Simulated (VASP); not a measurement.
KCa2Se6, 9 atoms in the cell. The structure is trigonal, space group P-31m (No. 162). The conventional cell has a = 7.499 Å, b = 7.499 Å, c = 6.342 Å, α = 90.00°, β = 90.00°, γ = 120.00°. K (site symmetry -3m) has 6 Se at 2.82 Å within 3.7 Å. Ca (site symmetry 32) has 6 Se at 3.06 Å within 4.0 Å. Se (site symmetry m) has 1 K at 2.82 Å and 2 Ca at 3.06 Å and 12 Se at 3.81 to 4.42 Å within 4.5 Å. The cell was generated, and may not be a known phase.

* Program: VASP 6.6.1
* Task: single point
* Functional: PBE
* Potentials or basis: VASP PAW PBE potentials, release 64 (K_sv, Ca_sv, Se)
* Cutoff: 520 eV
* k mesh: 3 × 3 × 4
* Occupations: gaussian, width 0.1 eV
* Spin: no spin polarisation
* Dipole correction: no
* Further INCAR settings: ALGO = Normal; EDIFF = 1e-06; NBANDS = 42

Potentials or basis: VASP PAW PBE potentials, release 64 (K_sv, Ca_sv, Se).

Launch:

```console
$ cat potpaw_PBE.64/K_sv/POTCAR potpaw_PBE.64/Ca_sv/POTCAR potpaw_PBE.64/Se/POTCAR > POTCAR
$ mpirun -np 1 vasp_std > vasp.out
```

Hardware: 1 thread of Intel(R) Xeon(R) 6975P-C (Granite Rapids), with other jobs on the host.

How long does it take, and how much memory?

It took 99 s on 1 thread of Intel(R) Xeon(R) 6975P-C (Granite Rapids), with other jobs on the host, peak memory 0.44 GiB. Counts: scf iterations 14, k points 10.
